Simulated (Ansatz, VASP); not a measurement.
**Ge2N: VASP beside Ansatz**

```
Ge N
1.0
     2.99371    0.00000    0.00000
    -1.49686    2.59263    0.00000
     0.00000    0.00000    5.88528
Ge N
2 1
Direct
  0.33333 0.66667 0.23552
  0.66667 0.33333 0.76448
  0.00000 0.00000 0.00000
```

Change from the starting cell: species swapped into the TmCd2 type (P-3m1, No. 164).

Alike in both runs: functional PBE; k mesh 6 × 6 × 6; occupations gaussian, width 0.1 eV; no spin polarisation.

Ansatz relaxed the structure, and its values are those at the end. VASP's run is a single point on that final structure, the one shown.

|  | VASP | Ansatz |
| --- | --- | --- |
| version | VASP 6.6.1 | Ansatz 0.2.0 |
| potentials or method | VASP PAW PBE potentials, release 64 (Ge_d, N), cutoff 520 eV | scalar-relativistic, plane waves, PAW |
| valence electrons in the cell | 33 | 33 |

|  | VASP | Ansatz | Ansatz less VASP |
| --- | --- | --- | --- |
| gap on the k mesh at the Fermi level (eV) | none | none | - |
| pressure (GPa) | 0.1 | 0.1 | -0.07 |
| rms of the force components (eV/Å) | 0.008 | 0.008 | +0.0001 |

A gap of «none» marks a metal or a gap that the smearing closes.

The k mesh is coarse, so the values compare programs but aren't converged.
